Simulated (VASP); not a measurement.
Input of a VASP 6.6.1 run:

Contents of INCAR:

```
  PREC = Accurate
  ENCUT = 600
  EDIFF = 1E-6
  ISMEAR = -1
  SIGMA = 0.05
  LREAL = F
  LASPH = T
  NELM = 120
  ALGO = Normal
  ISIF = 2
  LWAVE = F
  LCHARG = F
  GGA = CA
  NBANDS = 16
  GGA_COMPAT = F
```

Contents of KPOINTS:

```
regular mesh
0
Gamma
  10 10 10
```

Contents of POSCAR:

```
CdO
1.0
    0.0000000000      2.3650600561      2.3650600561
    2.3650600561      0.0000000000      2.3650600561
    2.3650600561      2.3650600561      0.0000000000
Cd O
1 1
Direct
    0.0000000000      0.0000000000      0.0000000000
    0.5000000000      0.5000000000      0.5000000000
```

Potentials or basis: VASP PAW LDA potentials, release 64 (Cd, O).

Command:

```sh
$ cat potpaw_LDA.64/Cd/POTCAR potpaw_LDA.64/O/POTCAR > POTCAR
$ mpirun -np 1 vasp_std > vasp.out
```

Task: Predict the pressure.

Result: -7.2 GPa.

Task: Estimate the band gap on the k mesh.

Result: Zero (band 9 reaches 1.59 eV, above the bottom of band 10 at 1.04 eV).
